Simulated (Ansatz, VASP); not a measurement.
ZnS in VASP and in Ansatz

Contents of INCAR:

```
SYSTEM = ZnS
PREC = Accurate
ENCUT = 500
EDIFF = 1E-6
ISMEAR = 0
SIGMA = 0.01
LREAL = .FALSE.
LASPH = .TRUE.
NELM = 120
ALGO = Normal
ISIF = 2
LWAVE = .FALSE.
LCHARG = .TRUE.
GGA = PS
LELF = .TRUE.
LVHAR = .TRUE.
NBANDS = 16
GGA_COMPAT = .FALSE.
```

File KPOINTS:

```
Automatic mesh
0
G
  8 8 8
  0 0 0
```

File POSCAR:

```
ZnS
1.0
    0.0000000000      2.7050000000      2.7050000000
    2.7050000000      0.0000000000      2.7050000000
    2.7050000000      2.7050000000      0.0000000000
Zn S
1 1
Direct
    0.0000000000      0.0000000000      0.0000000000
    0.2500000000      0.2500000000      0.2500000000
```

Input for Ansatz:

```yaml
crystal:
  lattice:
    - [0.0, 2.705, 2.705]
    - [2.705, 0.0, 2.705]
    - [2.705, 2.705, 0.0]
  atoms:
    - { symbol: Zn, position: [0.0, 0.0, 0.0] }
    - { symbol: S, position: [0.25, 0.25, 0.25] }
basis:
  ecutwfc: 420
kpoints:
  mp_grid: { grid: [8, 8, 8] }
  band_path:
    path:
      - [0.0, 0.0, 0.0]
      - [0.0, 0.0, 0.0]
      - [0.0, 0.0, 0.0]
      - [0.0, 0.0, 0.0]
      - [0.0, 0.0, 0.0]
      - [0.0, 0.0, 0.0]
      - [0.0, 0.0, 0.0]
      - [0.0, 0.0, 0.0]
      - [0.0, 0.0, 0.0]
      - [0.0, 0.0, 0.0]
      - [0.0, 0.0, 0.0]
      - [0.0, 0.0, 0.0]
      - [0.0, 0.0, 0.0]
      - [0.0, 0.0, 0.0]
      - [0.0, 0.0, 0.0]
      - [0.0, 0.0, 0.0]
      - [0.0, 0.0, 0.0]
      - [0.0, 0.0, 0.0]
      - [0.0, 0.0, 0.0]
      - [0.0, 0.0, 0.0]
      - [0.0, 0.0, 0.0]
      - [0.0, 0.0, 0.0]
      - [0.0, 0.0, 0.0]
      - [0.0, 0.0, 0.0]
      - [0.0, 0.0, 0.0]
      - [0.0, 0.0, 0.0]
      - [0.3, 0.3, 0.0]
      - [0.3166666667, 0.3166666667, 0.0]
      - [0.3333333333, 0.3333333333, 0.0]
      - [0.35, 0.35, 0.0]
      - [0.3666666667, 0.3666666667, 0.0]
      - [0.3833333333, 0.3833333333, 0.0]
      - [0.4, 0.4, 0.0]
      - [0.4166666667, 0.4166666667, 0.0]
      - [0.4333333333, 0.4333333333, 0.0]
      - [0.45, 0.45, 0.0]
      - [0.4666666667, 0.4666666667, 0.0]
      - [0.4833333333, 0.4833333333, 0.0]
      - [0.5, 0.5, 0.0]
      - [0.5, 0.5, 0.5]
      - [0.5, 0.5, 0.5]
      - [0.5, 0.5, 0.5]
      - [0.5, 0.5, 0.5]
      - [0.5, 0.5, 0.5]
      - [0.5, 0.5, 0.5]
      - [0.5, 0.5, 0.5]
      - [0.5, 0.5, 0.5]
      - [0.5, 0.5, 0.5]
      - [0.5, 0.5, 0.5]
      - [0.5, 0.5, 0.5]
      - [0.5, 0.5, 0.5]
      - [0.5, 0.5, 0.5]
    npoints: 1
hamiltonian:
  xc: pbesol
  pseudopotentials: { kind: paw, azcp: { folder: soft_1 } }
scf:
  occupations: { method: fixed }
  n_extra_bands: 5
output:
  eigenvalues: true
```

Alike in both runs: task single point; functional PBEsol; k mesh 8 × 8 × 8; no spin polarisation.

```csv
,VASP,Ansatz
version,VASP 6.6.1,Ansatz 0.2.0
potentials or method,"VASP PAW PBE potentials, release 64 (Zn, S), cutoff 500 eV","scalar-relativistic, plane waves, PAW"
occupations,"gaussian, width 0.01 eV",fixed
valence electrons in the cell,18,18
```

Ansatz gave:

| Item | Value |
| --- | --- |
| gap on the k mesh at the Fermi level (eV) | 1.95 |
| least direct gap on the mesh (eV) | 1.95 |

Question: What did VASP give for the same quantities?

Answer: gap on the k mesh at the Fermi level (eV): 1.96; least direct gap on the mesh (eV): 1.96.

VASP's potentials were made for PBE, not for PBEsol, and Ansatz warns of the same on its side.
